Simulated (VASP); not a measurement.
# Pd (P6_3/mmc) in VASP: a series of runs

Aim: see how the results for Pd move with the level of theory and the settings. Levels: PBEsol, r2SCAN. Tasks: single point.

Everything below comes from runs of VASP 6.6.1. Logs are shortened: lines on timing, memory, paths and dates and some standing lists are left out, and cuts for length are marked.

## (1) The cell of the first run

It takes space group P6_3/mmc (No. 194, hexagonal). Conventional cell: a = 2.784 Å, b = 2.784 Å, c = 4.629 Å, α = 90.00°, β = 90.00°, γ = 120.00°. Within 3.7 Å of Pd (site symmetry -6m2) lie 12 Pd at 2.78 to 2.82 Å.

## (2) Single point, PBEsol, non-collinear spin, zero start, spin-orbit coupling

File INCAR:

```
  ALGO = Normal
  EDIFF = 1E-6
  ENCUT = 520
  GGA = PS
  GGA_COMPAT = F
  ISIF = 2
  ISMEAR = -1
  LASPH = T
  LCHARG = T
  LMAXMIX = 4
  LNONCOLLINEAR = T
  LORBIT = 11
  LORBMOM = T
  LREAL = F
  LSORBIT = T
  LVHAR = T
  LWAVE = F
  MAGMOM = 0 0 0 0 0 0
  NBANDS = 32
  NELM = 150
  PREC = Accurate
  SIGMA = 0.05
```

File KPOINTS:

```
k-points
0
Gamma
  11 11 6
```

File POSCAR:

```
Pd
1.0
    2.7836650458      0.0000000000      0.0000000000
   -1.3918325229      2.4107246453      0.0000000000
    0.0000000000      0.0000000000      4.6288930000
Pd
2
Direct
    0.3333333333      0.6666666667      0.2500000000
    0.6666666667      0.3333333333      0.7500000000
```

Potentials or basis: VASP PAW PBE potentials, release 64 (Pd).

Run with:

```sh
cat potpaw_PBE.64/Pd/POTCAR > POTCAR
mpirun -np 1 vasp_ncl > vasp.out
```

OUTCAR:

```text
EDIFF = 1E-6
   ENCUT = 520
   GGA = PS
   ISIF = 2
   ISMEAR = -1
   LASPH = T
   LNONCOLLINEAR = T
   LORBIT = 11
   LREAL = F
   LSORBIT = T
   NELM = 150
   PREC = Accurate

 ion  position               nearest neighbor table
   1  0.333  0.667  0.250-   2 2.82   2 2.82   2 2.82   2 2.82   2 2.82   2 2.82
   2  0.667  0.333  0.750-   1 2.82   1 2.82   1 2.82   1 2.82   1 2.82   1 2.82

  LATTYP: Found a hexagonal cell.
 ALAT       =     2.7836650458
 C/A-ratio  =     1.6628771507

  Lattice vectors:

 A1 = (   2.7836650458,   0.0000000000,   0.0000000000)
 A2 = (  -1.3918325229,   2.4107246453,   0.0000000000)
 A3 = (   0.0000000000,   0.0000000000,   4.6288930000)

Analysis of symmetry for initial positions (statically):
=====================================================================
 Subroutine PRICEL returns:
 Original cell was already a primitive cell.

 Routine SETGRP: Setting up the symmetry group for a
 hexagonal supercell.

 Subroutine GETGRP returns: Found 24 space group operations
 (whereof 12 operations were pure point group operations)
 out of a pool of 24 trial point group operations.

The static configuration has the point symmetry D_3d.
 The point group associated with its full space group is D_6h.

Analysis of symmetry for dynamics (positions and initial velocities):
=====================================================================
 Subroutine PRICEL returns:
 Original cell was already a primitive cell.

 Routine SETGRP: Setting up the symmetry group for a
 hexagonal supercell.

 Subroutine GETGRP returns: Found 24 space group operations
 (whereof 12 operations were pure point group operations)
 out of a pool of 24 trial point group operations.

The dynamic configuration has the point symmetry D_3d.
 The point group associated with its full space group is D_6h.

Analysis of structural, dynamic, and magnetic symmetry:
=====================================================================
 Subroutine PRICEL returns:
 Original cell was already a primitive cell.

 Routine SETGRP: Setting up the symmetry group for a
 hexagonal supercell.

 Subroutine GETGRP returns: Found 24 space group operations
 (whereof 12 operations were pure point group operations)
 out of a pool of 24 trial point group operations.

The overall configuration has the point symmetry D_3d.
 The point group associated with its full space group is D_6h.

 Subroutine INISYM returns: Found 24 space group operations
 (whereof 12 operations are pure point group operations),
 and found     1 'primitive' translations

----------------------------------------------------------------------------------------

                                     Primitive cell

  volume of cell :      31.0629

  direct lattice vectors                    reciprocal lattice vectors
     2.783665046  0.000000000  0.000000000     0.359238624  0.207406516  0.000000000
    -1.391832523  2.410724645  0.000000000     0.000000000  0.414813032  0.000000000
     0.000000000  0.000000000  4.628893000     0.000000000  0.000000000  0.216034374

  length of vectors
     2.783665046  2.783665046  4.628893000     0.414813032  0.414813032  0.216034374

  position of ions in fractional coordinates (direct lattice)
     0.333333333  0.666666667  0.250000000
     0.666666667  0.333333333  0.750000000

  ion indices of the primitive-cell ions
   primitive index   ion index
                 1           1
                 2           2

----------------------------------------------------------------------------------------

 KPOINTS: k-points

Automatic generation of k-mesh.
 Grid dimensions read from file:
 generate k-points for:   11   11    6

 Generating k-lattice:

  Cartesian coordinates                     Fractional coordinates (reciprocal lattice)
     0.032658057  0.018855138  0.000000000     0.090909091  0.000000000  0.000000000
[... 94 lines left out ...]
   NGX = 11   NGY = 11   NGZ = 17

 number of electron      20.0000008 magnetization      -0.0000000     -0.0000000     -0.0000000

 number of electron      20.0000008 magnetization       0.0000000      0.0000000      0.0000000

 number of electron      20.0000008 magnetization       0.0000000      0.0000000     -0.0000000

 number of electron      20.0000008 magnetization      -0.0000000     -0.0000000      0.0000000

 Free energy of the ion-electron system (eV)
  ---------------------------------------------------
  ext. energy  EPLUGINS =         0.00000000
  ---------------------------------------------------
  free energy    TOTEN  =       -11.88317248 eV

  energy without entropy =      -11.83874071  energy(sigma->0) =      -11.86095659

 E-fermi :   8.8008     XC(G=0): -13.0616

 val. band max:        8.7849476794   @ k =   0.4545   0.0909   0.5000
 cond. band min:       8.8018622857   @ k =   0.2727   0.1818   0.5000
 fundamental gap:      0.0169146064
 Fermi energy:         8.8007739242

 k-point     1 :       0.0000    0.0000    0.0000
  band No.  band energies     occupation
      1       1.9275      1.00000
      2       1.9275      1.00000
      3       3.8004      1.00000
      4       3.8004      1.00000
      5       5.9989      1.00000
      6       5.9989      1.00000
[... 829 lines left out ...]
     31      26.0745      0.00000
     32      26.0745      0.00000

 [... further k-points ...]
[... 5 lines left out ...]
  --------------------------------------------------------------------------------------
  -------------------------------------------------------------------------------------
  Total       -2.0299237     -2.0299237     -2.0010258      0.0000000      0.0000000      0.0000000
  in kB     -104.7004568   -104.7004568   -103.2099430      0.0000000      0.0000000      0.0000000
  external PRESSURE =    -104.2036189 kB  Pullay stress =       0.0000000 kB

 VOLUME and BASIS-vectors are now :
 -----------------------------------------------------------------------------
  energy-cutoff  :      520.00
  volume of cell :       31.06
      direct lattice vectors                 reciprocal lattice vectors
     2.783665046  0.000000000  0.000000000     0.359238624  0.207406516  0.000000000
    -1.391832523  2.410724645  0.000000000     0.000000000  0.414813032  0.000000000
     0.000000000  0.000000000  4.628893000     0.000000000  0.000000000  0.216034374

 POSITION                                       TOTAL-FORCE (eV/Angst)
 -----------------------------------------------------------------------------------
     -0.00000      1.60715      1.15722        -0.000000     -0.000000     -0.000000
      1.39183      0.80357      3.47167         0.000000      0.000000      0.000000
 -----------------------------------------------------------------------------------
    total drift:                               -0.000000      0.000000     -0.000000

  FREE ENERGIE OF THE ION-ELECTRON SYSTEM (eV)
  ---------------------------------------------------
  free  energy   TOTEN  =       -11.8831724790 eV

  energy  without entropy=      -11.8387407084  energy(sigma->0) =      -11.86095659

 orbital moment (x)

 # of ion     p       d       tot
 ----------------------------------------
  1        -0.000   0.000   0.000
  2        -0.000  -0.000  -0.000
 ----------------------------------------
           -0.000   0.000   0.000

 orbital moment (y)

 # of ion     p       d       tot
 ----------------------------------------
  1        -0.000  -0.000  -0.000
  2         0.000   0.000   0.000
 ----------------------------------------
           -0.000  -0.000  -0.000

 orbital moment (z)

 # of ion     p       d       tot
 ----------------------------------------
  1         0.000  -0.000  -0.000
  2         0.000  -0.000  -0.000
 ----------------------------------------
            0.000  -0.000  -0.000

 Spin-Orbit-Coupling matrix elements

 Ion:    1  E_soc:     -0.0907589
 l=   1
     0.0000000    -0.0023661    -0.0024394
    -0.0023661     0.0000000    -0.0023661
    -0.0024394    -0.0023661     0.0000000
 l=   2
     0.0000000    -0.0026458     0.0000000    -0.0026458    -0.0103837
    -0.0026458     0.0000000    -0.0075020    -0.0022369    -0.0026458
     0.0000000    -0.0075020     0.0000000    -0.0075020     0.0000000
    -0.0026458    -0.0022369    -0.0075020     0.0000000    -0.0026458
    -0.0103837    -0.0026458     0.0000000    -0.0026458     0.0000000
 l=   3
     0.0000000     0.0000000     0.0000000     0.0000000     0.0000000     0.0000000     0.0000000
     0.0000000     0.0000000     0.0000000     0.0000000     0.0000000     0.0000000     0.0000000
     0.0000000     0.0000000     0.0000000     0.0000000     0.0000000     0.0000000     0.0000000
     0.0000000     0.0000000     0.0000000     0.0000000     0.0000000     0.0000000     0.0000000
     0.0000000     0.0000000     0.0000000     0.0000000     0.0000000     0.0000000     0.0000000
     0.0000000     0.0000000     0.0000000     0.0000000     0.0000000     0.0000000     0.0000000
     0.0000000     0.0000000     0.0000000     0.0000000     0.0000000     0.0000000     0.0000000

 Ion:    2  E_soc:     -0.0907589
 l=   1
     0.0000000    -0.0023661    -0.0024394
    -0.0023661     0.0000000    -0.0023661
    -0.0024394    -0.0023661     0.0000000
 l=   2
     0.0000000    -0.0026458     0.0000000    -0.0026458    -0.0103837
    -0.0026458     0.0000000    -0.0075020    -0.0022369    -0.0026458
     0.0000000    -0.0075020     0.0000000    -0.0075020     0.0000000
    -0.0026458    -0.0022369    -0.0075020     0.0000000    -0.0026458
    -0.0103837    -0.0026458     0.0000000    -0.0026458     0.0000000
 l=   3
     0.0000000     0.0000000     0.0000000     0.0000000     0.0000000     0.0000000     0.0000000
     0.0000000     0.0000000     0.0000000     0.0000000     0.0000000     0.0000000     0.0000000
     0.0000000     0.0000000     0.0000000     0.0000000     0.0000000     0.0000000     0.0000000
     0.0000000     0.0000000     0.0000000     0.0000000     0.0000000     0.0000000     0.0000000
     0.0000000     0.0000000     0.0000000     0.0000000     0.0000000     0.0000000     0.0000000
     0.0000000     0.0000000     0.0000000     0.0000000     0.0000000     0.0000000     0.0000000
     0.0000000     0.0000000     0.0000000     0.0000000     0.0000000     0.0000000     0.0000000

 total charge

# of ion       s       p       d       tot
------------------------------------------
    1        0.455   0.435   8.433   9.323
    2        0.455   0.435   8.433   9.323
--------------------------------------------------
tot          0.911   0.869  16.865  18.645

 magnetization (x)

# of ion       s       p       d       tot
------------------------------------------
    1        0.000   0.000   0.000   0.000
    2        0.000   0.000   0.000   0.000
--------------------------------------------------
tot          0.000   0.000   0.000   0.000

 magnetization (y)

# of ion       s       p       d       tot
------------------------------------------
    1       -0.000  -0.000   0.000  -0.000
    2       -0.000  -0.000   0.000  -0.000
--------------------------------------------------
tot         -0.000  -0.000   0.000  -0.000

 magnetization (z)

# of ion       s       p       d       tot
------------------------------------------
    1        0.000   0.000   0.000   0.000
    2        0.000   0.000   0.000   0.000
--------------------------------------------------
tot          0.000   0.000   0.000   0.000
```

Run time: 79 s. Hardware: 1 thread of AMD EPYC 9R45 (Zen 5), shared host; peak memory 0.25 GiB.

What came out:

| Property | Result |
| --- | --- |
| Free energy | -11.8832 eV |
| Pressure | -10.4 GPa |
| Net moment | 0.00 μB per cell |
| Valence electrons inside the program's atomic spheres | Pd 9.32 |

Stress tensor (GPa, compression positive):
```
-10.47   0.00   0.00
  0.00 -10.47   0.00
  0.00   0.00 -10.32
```

Moments on the atoms (μB; x, y, z):
```
Pd  0.00 0.00 0.00
Pd  0.00 0.00 0.00
```

Caveat: the PAW data sets were made with another functional, which shifts forces and pressure a little.

## (3) Single point, r2SCAN

This run uses another cell than the first one, of 14.91 Å³/atom, 0.960 times its volume.

File POSCAR:

```
Pd
1.0
    2.7460433387      0.0000000000      0.0000000000
   -1.3730216694      2.3781432912      0.0000000000
    0.0000000000      0.0000000000      4.5663327230
Pd
2
Direct
    0.3333333333      0.6666666667      0.2500000000
    0.6666666667      0.3333333333      0.7500000000
```

File INCAR.step1:

```
SYSTEM = Pd
PREC     = Accurate       ! precision mode
ENCUT    = 520            ! plane-wave cutoff, eV
ISMEAR   = -1             ! smearing method
SIGMA    = 0.05           ! smearing width, eV
LREAL    = .False.        ! projectors in reciprocal space
LASPH    = .True.         ! aspherical terms in the spheres
NELM     = 60             ! most SCF steps
NBANDS   = 17             ! bands
GGA      = PE             ! functional
ALGO     = Normal         ! electronic algorithm
EDIFF    = 1E-4           ! SCF threshold, eV
LWAVE    = .True.         ! write WAVECAR
LCHARG   = .False.        ! write CHGCAR
```

File INCAR.step2:

```
SYSTEM = Pd
PREC     = Accurate       ! precision mode
ENCUT    = 520            ! plane-wave cutoff, eV
EDIFF    = 1E-6           ! SCF threshold, eV
ISMEAR   = -1             ! smearing method
SIGMA    = 0.05           ! smearing width, eV
LREAL    = .False.        ! projectors in reciprocal space
LASPH    = .True.         ! aspherical terms in the spheres
NELM     = 60             ! most SCF steps
ALGO     = Normal         ! electronic algorithm
ISIF     = 2              ! what is computed and relaxed
LWAVE    = .False.        ! write WAVECAR
LCHARG   = .True.         ! write CHGCAR
METAGGA  = R2SCAN         ! meta-GGA
LMIXTAU  = .True.       
LELF     = .True.         ! ELF
LVHAR    = .True.       
NBANDS   = 17             ! bands
ISTART   = 1
```

File KPOINTS:

```
regular mesh
0
Gamma
  11 11 6
  0 0 0
```

Potentials or basis: VASP PAW PBE potentials, release 64 (Pd).

Run with:

```sh
cat potpaw_PBE.64/Pd/POTCAR > POTCAR
cp INCAR.step1 INCAR
mpirun -np 1 vasp_std > vasp.out
cp INCAR.step2 INCAR
mpirun -np 1 vasp_std > vasp.out
```

Run time: 77 s. Hardware: 1 thread of Intel Xeon 6975P-C, shared host; peak memory 0.16 GiB.

It converged, with:

* Free energy: -45.8251 eV
* Pressure: 1.8 GPa
* Band gap on the k mesh: zero (band 10 reaches 9.59 eV, above the bottom of band 11 at 8.70 eV)

Stress tensor (GPa, compression positive):
```
1.54 0.00 0.00
0.00 1.54 0.00
0.00 0.00 2.39
```

Levels at points of the mesh, in eV from the Fermi level:
```csv
k point,band 6,band 7,band 8,band 9,band 10,band 11,band 12,band 13,band 14,band 15
"(0.00, 0.00, 0.00)",-2.44,-2.44,-1.75,-1.75,-0.28,-0.28,1.14,7.31,17.99,19.67
"(0.00, 0.00, 0.50)",-2.85,-2.85,-2.85,-0.75,-0.75,-0.75,-0.75,14.72,14.72,18.52
```

Caveat: the PAW data sets were made with another functional, which shifts forces and pressure a little.

## (4) Single point, r2SCAN

This run uses another cell than the first one, of 15.84 Å³/atom, 1.020 times its volume.

File POSCAR:

```
Pd
1.0
    2.8021004509      0.0000000000      0.0000000000
   -1.4010502255      2.4266901745      0.0000000000
    0.0000000000      0.0000000000      4.6595488139
Pd
2
Direct
    0.3333333333      0.6666666667      0.2500000000
    0.6666666667      0.3333333333      0.7500000000
```

File INCAR.step1:

```
SYSTEM = Pd
PREC = Accurate
ENCUT = 520
ISMEAR = -1
SIGMA = 0.05
LREAL = .FALSE.
LASPH = .TRUE.
NELM = 60
NBANDS = 17
GGA = PE
ALGO = Normal
EDIFF = 1E-4
LWAVE = .TRUE.
LCHARG = .FALSE.
```

File INCAR.step2:

```
SYSTEM = Pd
PREC = Accurate
ENCUT = 520
EDIFF = 1E-6
ISMEAR = -1
SIGMA = 0.05
LREAL = .FALSE.
LASPH = .TRUE.
NELM = 60
ALGO = Normal
ISIF = 2
LWAVE = .FALSE.
LCHARG = .FALSE.
METAGGA = R2SCAN
LMIXTAU = .TRUE.
NBANDS = 17
ISTART = 1
```

File KPOINTS:

```
Automatic mesh
0
G
  11 11 6
  0 0 0
```

Potentials or basis: VASP PAW PBE potentials, release 64 (Pd).

Run with:

```sh
cat potpaw_PBE.64/Pd/POTCAR > POTCAR
cp INCAR.step1 INCAR
mpirun -np 1 vasp_std > vasp.out
cp INCAR.step2 INCAR
mpirun -np 1 vasp_std > vasp.out
```

OUTCAR:

```text
SYSTEM = Pd
   PREC = Accurate
   ENCUT = 520
   EDIFF = 1E-6
   ISMEAR = -1
   LREAL = .FALSE.
   LASPH = .TRUE.
   NELM = 60
   ISIF = 2
   METAGGA = R2SCAN
   ISTART = 1

 ion  position               nearest neighbor table
   1  0.333  0.667  0.250-   2 2.84   2 2.84   2 2.84   2 2.84   2 2.84   2 2.84
   2  0.667  0.333  0.750-   1 2.84   1 2.84   1 2.84   1 2.84   1 2.84   1 2.84

  LATTYP: Found a hexagonal cell.
 ALAT       =     2.8021004509
 C/A-ratio  =     1.6628771507

  Lattice vectors:

 A1 = (   2.8021004509,   0.0000000000,   0.0000000000)
 A2 = (  -1.4010502255,   2.4266901745,   0.0000000000)
 A3 = (   0.0000000000,   0.0000000000,   4.6595488139)

Analysis of symmetry for initial positions (statically):
=====================================================================
 Subroutine PRICEL returns:
 Original cell was already a primitive cell.

 Routine SETGRP: Setting up the symmetry group for a
 hexagonal supercell.

[... 157 lines left out ...]

 number of electron      20.0000009 magnetization

 Free energy of the ion-electron system (eV)
  ---------------------------------------------------
  ext. energy  EPLUGINS =         0.00000000
  ---------------------------------------------------
  free energy    TOTEN  =       -45.78607061 eV

  energy without entropy =      -45.73964538  energy(sigma->0) =      -45.76285799

 E-fermi :   8.4837     XC(G=0): -13.5985

 val. band max:        8.4831005438   @ k =   0.3636  -0.0000   0.3333
 cond. band min:       8.4891507082   @ k =   0.3636  -0.0000   0.1667
 fundamental gap:      0.0060501644
 Fermi energy:         8.4837381643

 k-point     1 :       0.0000    0.0000    0.0000
  band No.  band energies     occupation
      1       1.8349      2.00000
      2       3.5844      2.00000
      3       5.7809      2.00000
      4       5.9476      2.00000
      5       5.9476      2.00000
      6       6.2704      2.00000
[... 457 lines left out ...]
      4       5.3898      2.00000
      5       5.8058      2.00000
      6       6.2498      2.00000
[... 9 lines left out ...]
     16      26.5231      0.00000
     17      27.8630      0.00000

 [... further k-points ...]
[... 5 lines left out ...]
  --------------------------------------------------------------------------------------
  -------------------------------------------------------------------------------------
  Total       -1.6366395     -1.6366395     -1.4627235      0.0000000      0.0000000      0.0000000
  in kB      -82.7602345    -82.7602345    -73.9657956      0.0000000      0.0000000      0.0000000
  external PRESSURE =     -79.8287549 kB  Pullay stress =       0.0000000 kB

 VOLUME and BASIS-vectors are now :
 -----------------------------------------------------------------------------
  energy-cutoff  :      520.00
  volume of cell :       31.68
      direct lattice vectors                 reciprocal lattice vectors
     2.802100451  0.000000000  0.000000000     0.356875143  0.206041960  0.000000000
    -1.401050225  2.426690175  0.000000000     0.000000000  0.412083920  0.000000000
     0.000000000  0.000000000  4.659548814     0.000000000  0.000000000  0.214613054

 POSITION                                       TOTAL-FORCE (eV/Angst)
 -----------------------------------------------------------------------------------
     -0.00000      1.61779      1.16489         0.000000     -0.000000      0.000000
      1.40105      0.80890      3.49466        -0.000000      0.000000      0.000000
 -----------------------------------------------------------------------------------
    total drift:                               -0.000000      0.000000     -0.000000

  FREE ENERGIE OF THE ION-ELECTRON SYSTEM (eV)
  ---------------------------------------------------
  free  energy   TOTEN  =       -45.7860706069 eV

  energy  without entropy=      -45.7396453772  energy(sigma->0) =      -45.76285799
```

Run time: 1.9 min. Hardware: 1 thread of Intel Xeon 6975P-C, shared host; peak memory 0.18 GiB.

Results:

```
Free energy            : -45.7861 eV
Pressure               : -8.0 GPa
Band gap on the k mesh : zero (band 10 reaches 8.61 eV, above the bottom of band 11 at 7.80 eV)
```

Caveat: the PAW data sets were made with another functional, which shifts forces and pressure a little.

[end of part 1 of 2]
